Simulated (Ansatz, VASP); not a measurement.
## InPd: VASP beside Ansatz

```
CELL_PARAMETERS angstrom
3.32244 0.00000 0.00000
0.00000 3.32244 0.00000
0.00000 0.00000 3.09501
ATOMIC_POSITIONS crystal
In 0.00000 0.00000 0.00000
Pd 0.50000 0.50000 0.50000
```

Change from the starting cell: mode 4 frozen in at +0.000 Å, strain +e along z and -e/2 along x and y -0.0467.

Alike in both runs: task single point; functional PBEsol; k mesh 14 × 14 × 14; occupations gaussian, width 0.15 eV; no spin polarisation.

|  | VASP | Ansatz |
| --- | --- | --- |
| version | VASP 6.6.1 | Ansatz 0.2.0 |
| potentials or method | VASP PAW PBE potentials, release 64 (In_d, Pd), cutoff 520 eV | scalar-relativistic, plane waves, PAW |
| valence electrons in the cell | 23 | 31 |

|  | VASP | Ansatz | Ansatz less VASP |
| --- | --- | --- | --- |
| gap on the k mesh at the Fermi level (eV) | none | none | - |
| pressure (GPa) | 0.5 | 0.4 | -0.08 |
| traceless stress, the component that is largest in VASP (GPa) | 1.84 | 1.84 | +0.004 |

VASP's potentials were made for PBE, not for PBEsol. A gap of «none» marks a metal or a gap that the smearing closes. The functional is the same, so the differences come from potentials, cutoffs and numerics. VASP's potentials hold 23 valence electrons a cell and Ansatz's 31, so a difference there can come from the potentials and not from the codes.
